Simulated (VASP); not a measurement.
Input of a VASP 6.6.1 run:

INCAR

```
ALGO = Normal
EDIFF = 1E-7
ENCUT = 520
GGA = PE
ISIF = 2
ISMEAR = 0
LASPH = T
LCHARG = F
LREAL = F
LWAVE = F
NBANDS = 22
NELM = 80
PREC = Accurate
SIGMA = 0.1
```

File KPOINTS:

```
k-points
0
Gamma
  12 12 6
```

POSCAR

```
Li2Cl3
1.0
    3.8064545736      0.0000000000      0.0000000000
   -1.9032272868      3.2964863591      0.0000000000
    0.0000000000      0.0000000000      7.9352067617
Li Cl
2 3
Direct
    0.3333333333      0.6666666667      0.2043749430
    0.6666666667      0.3333333333      0.7956250570
    0.0000000000      0.0000000000      0.0000000000
    0.3333333333      0.6666666667      0.6693096464
    0.6666666667      0.3333333333      0.3306903536
```

Potentials or basis: VASP PAW PBE potentials, release 64 (Li_sv, Cl).

The run is started by

```bash
$ cat potpaw_PBE.64/Li_sv/POTCAR potpaw_PBE.64/Cl/POTCAR > POTCAR
$ mpirun -np 1 vasp_std > vasp.out
```

(1) What does it give for the largest force?

## Answers

(1) 0.006 eV/Å.

Caveat: an odd number of electrons without spin polarisation forces a metal; a magnetic or distorted state may lie lower.
